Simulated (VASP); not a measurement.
# Mg (Fm-3m) in VASP: notebook, part 2 of 2

VASP 6.6.1. The steps go on from the part before.

**4. Single point, LDA (volume scaled by 0.8)**

Contents of INCAR:

```
SYSTEM = Mg
  ALGO = Normal
  EDIFF = 1E-6
  ENCUT = 520
  ISIF = 2
  ISMEAR = -1
  LASPH = .TRUE.
  LCHARG = .TRUE.
  LELF = .TRUE.
  LREAL = .FALSE.
  LVHAR = .TRUE.
  LWAVE = .FALSE.
  NBANDS = 7
  NELM = 100
  PREC = Accurate
  SIGMA = 0.05
```

Contents of KPOINTS:

```
k-points
0
G
  16 16 16
  0 0 0
```

Contents of POSCAR:

```
Mg
1.0
    0.0000000000      2.0575838848      2.0575838848
    2.0575838848      0.0000000000      2.0575838848
    2.0575838848      2.0575838848      0.0000000000
Mg
1
Direct
    0.0000000000      0.0000000000      0.0000000000
```

Potentials or basis: VASP PAW LDA potentials, release 64 (Mg).

Run with:

```
$ cat potpaw_LDA.64/Mg/POTCAR > POTCAR
$ mpirun -np 1 vasp_std > vasp.out
```

OUTCAR:

```text
SYSTEM = Mg
   EDIFF = 1E-6
   ENCUT = 520
   ISIF = 2
   ISMEAR = -1
   LASPH = .TRUE.
   LREAL = .FALSE.
   NELM = 100
   PREC = Accurate

 ion  position               nearest neighbor table
   1  0.000  0.000  0.000-

  LATTYP: Found a face centered cubic cell.
 ALAT       =     4.1151677696

  Lattice vectors:

 A1 = (   0.0000000000,   2.0575838848,   2.0575838848)
 A2 = (   2.0575838848,   0.0000000000,   2.0575838848)
 A3 = (   2.0575838848,   2.0575838848,   0.0000000000)

Analysis of symmetry for initial positions (statically):
=====================================================================
 Subroutine PRICEL returns:
 Original cell was already a primitive cell.

 Routine SETGRP: Setting up the symmetry group for a
 face centered cubic supercell.

 Subroutine GETGRP returns: Found 48 space group operations
 (whereof 48 operations were pure point group operations)
 out of a pool of 48 trial point group operations.

The static configuration has the point symmetry O_h .

Analysis of symmetry for dynamics (positions and initial velocities):
=====================================================================
 Subroutine PRICEL returns:
 Original cell was already a primitive cell.

 Routine SETGRP: Setting up the symmetry group for a
 face centered cubic supercell.

 Subroutine GETGRP returns: Found 48 space group operations
 (whereof 48 operations were pure point group operations)
 out of a pool of 48 trial point group operations.

The dynamic configuration has the point symmetry O_h .

 Subroutine INISYM returns: Found 48 space group operations
 (whereof 48 operations are pure point group operations),
 and found     1 'primitive' translations

----------------------------------------------------------------------------------------

                                     Primitive cell

[... 106 lines left out ...]
   IMIX   =      4    mixing-type and parameters
     AMIX     =   0.40;   BMIX     =  1.00
     AMIX_MAG =   1.60;   BMIX_MAG =  1.00
  volume/ion in A,a.u.               =      17.42       117.57
  Fermi-wavevector in a.u.,A,eV,Ry     =   0.795641  1.503544  8.613100  0.633045
  Thomas-Fermi vector in A             =   1.902009
   LORBIT       =      0    0 simple, 1 ext, 2 COOP (PROOUT), +10 PAW based schemes
   GGA     = CA    functional components
   LHFCALC =     F    Hartree Fock is set to
   AEXX    =    0.0000 exact exchange contribution
   IVDW    =     0    specifies the selected vdW correction
   LEPSILON=     F    determine dielectric tensor
   LRPA    =     F    only Hartree local field effects (RPA)
 non-spin polarized calculation
  energy-cutoff  :      520.00
  volume of cell :       17.42
 maximum number of plane-waves:       493
 NGX is ok and might be reduce to    24
   NGX = 11   NGY = 11   NGZ = 11

 number of electron       2.0000000 magnetization

 Free energy of the ion-electron system (eV)
  ---------------------------------------------------
  ext. energy  EPLUGINS =         0.00000000
  ---------------------------------------------------
  free energy    TOTEN  =        -1.65315523 eV

  energy without entropy =       -1.64917589  energy(sigma->0) =       -1.65116556

 E-fermi :   4.0477     XC(G=0):  -9.6164

 val. band max:        4.0258198378   @ k =   0.4375   0.0000   0.0000
 cond. band min:       4.0712430414   @ k =  -0.3750   0.1875   0.0625
 fundamental gap:      0.0454232036
 Fermi energy:         4.0477375863

 k-point     1 :       0.0000    0.0000    0.0000
  band No.  band energies     occupation
      1      -4.1150      2.00000
      2      18.1517      0.00000
      3      18.1517      0.00000
      4      18.1517      0.00000
      5      21.0661      0.00000
      6      21.6276      0.00000
      7      21.6276      0.00000
[... 221 lines left out ...]
 k-point    24 :      -0.0625    0.0625    0.0000
  band No.  band energies     occupation
      1      -3.8368      2.00000
      2      15.6103      0.00000
      3      16.7840      0.00000
      4      18.4220      0.00000
      5      21.6097      0.00000
      6      21.6512      0.00000
      7      22.2221      0.00000

 [... further k-points ...]

------------------------ aborting loop because EDIFF is reached ----------------------------------------

  FORCE on cell =-STRESS in cart. coord.  units (eV):
  Direction    XX          YY          ZZ          XY          YZ          ZX
  --------------------------------------------------------------------------------------
  -------------------------------------------------------------------------------------
  Total        1.4291882      1.4291882      1.4291882      0.0000000     -0.0000000      0.0000000
  in kB      131.4308590    131.4308590    131.4308590      0.0000000     -0.0000000      0.0000000
  external PRESSURE =     131.4308590 kB  Pullay stress =       0.0000000 kB

 VOLUME and BASIS-vectors are now :
 -----------------------------------------------------------------------------
  energy-cutoff  :      520.00
  volume of cell :       17.42
      direct lattice vectors                 reciprocal lattice vectors
     0.000000000  2.057583885  2.057583885    -0.243003458  0.243003458  0.243003458
     2.057583885  0.000000000  2.057583885     0.243003458 -0.243003458  0.243003458
     2.057583885  2.057583885  0.000000000     0.243003458  0.243003458 -0.243003458

 POSITION                                       TOTAL-FORCE (eV/Angst)
 -----------------------------------------------------------------------------------
      0.00000      0.00000      0.00000         0.000000      0.000000      0.000000
 -----------------------------------------------------------------------------------
    total drift:                               -0.000000      0.000000      0.000000

  FREE ENERGIE OF THE ION-ELECTRON SYSTEM (eV)
  ---------------------------------------------------
  free  energy   TOTEN  =        -1.6531552266 eV

  energy  without entropy=       -1.6491758902  energy(sigma->0) =       -1.65116556
```

OSZICAR:

```text
N       E                     dE             d eps       ncg     rms          rms(c)
DAV:   1    -0.883794167907E+00   -0.88379E+00   -0.86454E+02  2289   0.199E+02
DAV:   2    -0.166698696698E+01   -0.78319E+00   -0.74301E+00  2737   0.128E+01
DAV:   3    -0.166904727915E+01   -0.20603E-02   -0.20593E-02  2583   0.739E-01
DAV:   4    -0.166905002295E+01   -0.27438E-05   -0.27436E-05  3045   0.201E-02
DAV:   5    -0.166905002863E+01   -0.56847E-08   -0.54784E-08  2569   0.409E-04    0.633E-01
DAV:   6    -0.165961422608E+01    0.94358E-02   -0.24481E-04  2667   0.609E-02    0.401E-01
DAV:   7    -0.165317821805E+01    0.64360E-02   -0.86908E-04  2387   0.112E-01    0.192E-02
DAV:   8    -0.165315571751E+01    0.22501E-04   -0.11433E-05  3136   0.179E-02    0.406E-03
DAV:   9    -0.165315522664E+01    0.49087E-06   -0.49468E-07  2499   0.364E-03
   1 F= -.16531552E+01 E0= -.16511656E+01  d E =-.397934E-02
```

stdout:

```text
POSCAR found type information on POSCAR Mg
 POSCAR found :  1 types and       1 ions
 scaLAPACK will be used
 LDA part: xc-table for (Slater(with rela. corr.)+CA(PZ))
 , standard interpolation
 POSCAR, INCAR and KPOINTS ok, starting setup
 FFT: planning ... GRIDC
 FFT: planning ... GRID_SOFT
 FFT: planning ... GRID
 WAVECAR not read
 entering main loop
```

Wall time 18 s (1 thread of Intel Xeon 8259CL, shared host); peak memory 0.14 GiB.

What came out:

```
Free energy            : -1.6532 eV
Pressure               : 13.1 GPa
Band gap on the k mesh : zero (band 1 reaches 5.68 eV, above the bottom of band 2 at 2.75 eV)
```

Levels at points of the mesh, in eV from the Fermi level:
| k point | band 1 | band 2 | band 3 | band 4 |
| --- | --- | --- | --- | --- |
| (0.00, 0.00, 0.00) | -8.16 | 14.10 | 14.10 | 14.10 |
| (0.50, 0.00, 0.00) | -2.13 | -1.30 | 12.80 | 12.80 |
| (0.50, 0.50, 0.00) | -0.26 | 0.92 | 6.62 | 8.49 |

**5. Single point, LDA (volume scaled by 0.8)**

Contents of INCAR:

```
SYSTEM = Mg
ALGO = Normal
EDIFF = 1E-6
ENCUT = 520
GGA = CA
ISIF = 2
ISMEAR = -1
LASPH = .True.
LCHARG = .True.
LELF = .True.
LREAL = .False.
LVHAR = .True.
LWAVE = .False.
NBANDS = 7
NELM = 60
PREC = Accurate
SIGMA = 0.05
```

Contents of KPOINTS:

```
k-points
0
Gamma
  16 16 16
  0 0 0
```

POSCAR is that of step 4.

Run with:

```
$ cat potpaw_LDA.64/Mg/POTCAR > POTCAR
$ mpirun -np 1 vasp_std > vasp.out
```

Wall time 20 s (1 thread of Intel Xeon 8259CL, shared host); peak memory 0.14 GiB.

Results (log left out):

* Free energy: -1.6532 eV
* Pressure: 13.1 GPa
* Band gap on the k mesh: zero (band 1 reaches 5.68 eV, above the bottom of band 2 at 2.75 eV)

Levels at points of the mesh, in eV from the Fermi level:
| k point | band 1 | band 2 | band 3 | band 4 | band 5 | band 6 |
| --- | --- | --- | --- | --- | --- | --- |
| (0.00, 0.00, 0.00) | -8.16 | 14.10 | 14.10 | 14.10 | 17.02 | 17.58 |
| (0.50, 0.00, 0.00) | -2.13 | -1.30 | 12.80 | 12.80 | 14.97 | 14.97 |
| (0.50, 0.50, 0.00) | -0.26 | 0.92 | 6.62 | 8.49 | 8.49 | 12.65 |
